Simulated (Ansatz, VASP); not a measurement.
# Two plane-wave programs on Zr

Contents of INCAR:

```
PREC = Accurate
ENCUT = 600
EDIFF = 1E-6
ISMEAR = -1
SIGMA = 0.05
LREAL = False
LASPH = True
NELM = 100
ALGO = Fast
ISIF = 3
LWAVE = False
LCHARG = False
GGA = PS
IBRION = 2
NSW = 60
EDIFFG = -0.01
```

KPOINTS

```
Automatic mesh
0
Gamma
  9 9 5
```

Contents of POSCAR:

```
Zr
1.0
    3.2320000000      0.0000000000      0.0000000000
   -1.6160000000      2.7989941050      0.0000000000
    0.0000000000      0.0000000000      5.1470000000
Zr
2
Direct
    0.6666666667      0.3333333333      0.7500000000
    0.3333333333      0.6666666667      0.2500000000
```

Contents of input.yaml:

```yaml
crystal:
  lattice:
    - [3.232, 0.0, 0.0]
    - [-1.616, 2.798994105, 0.0]
    - [0.0, 0.0, 5.147]
  atoms:
    - { symbol: Zr, position: [0.6666666667, 0.3333333333, 0.75] }
    - { symbol: Zr, position: [0.3333333333, 0.6666666667, 0.25] }
hamiltonian:
  xc: pbesol
  pseudopotentials: { kind: paw }
kpoints:
  mp_grid: { grid: [9, 9, 5] }
scf:
  occupations: { method: fermi_dirac, width: 0.05 }
output:
  forces: true
  stress: true
  eigenvalues: true
relax:
  f_tol: 0.01
  max_steps: 40
  cell: { stress_tol: 0.05 }
```

Alike in both runs: task relaxation of cell and atoms; functional PBEsol; k mesh 9 × 9 × 5; occupations fermi-dirac, width 0.05 eV; no spin polarisation.

|  | VASP | Ansatz |
| --- | --- | --- |
| version | VASP 6.6.1 | Ansatz 0.2.0 |
| potentials or method | VASP PAW PBE potentials, release 64 (Zr_sv) | Ansatz PAW |
| plane-wave cutoff (eV) | 600 | 420 |
| valence electrons in the cell | 24 | 24 |

```tsv
	VASP	Ansatz	Ansatz less VASP
gap on the k mesh at the Fermi level, each at its own relaxed structure (eV)	none	none	-
relaxed volume (Å³/atom)	22.47	22.47	-0.006
relaxed length of the cell vector where the two differ most in proportion (Å)	5.125	5.125	-0.0006
```

VASP's potentials were made for PBE, not for PBEsol. A gap of «none» marks a metal or a gap that the smearing closes.

Noted on Ansatz's run: the plane-wave basis is chosen anew once the cell has moved, so the energies of steps on either side of that aren't comparable.
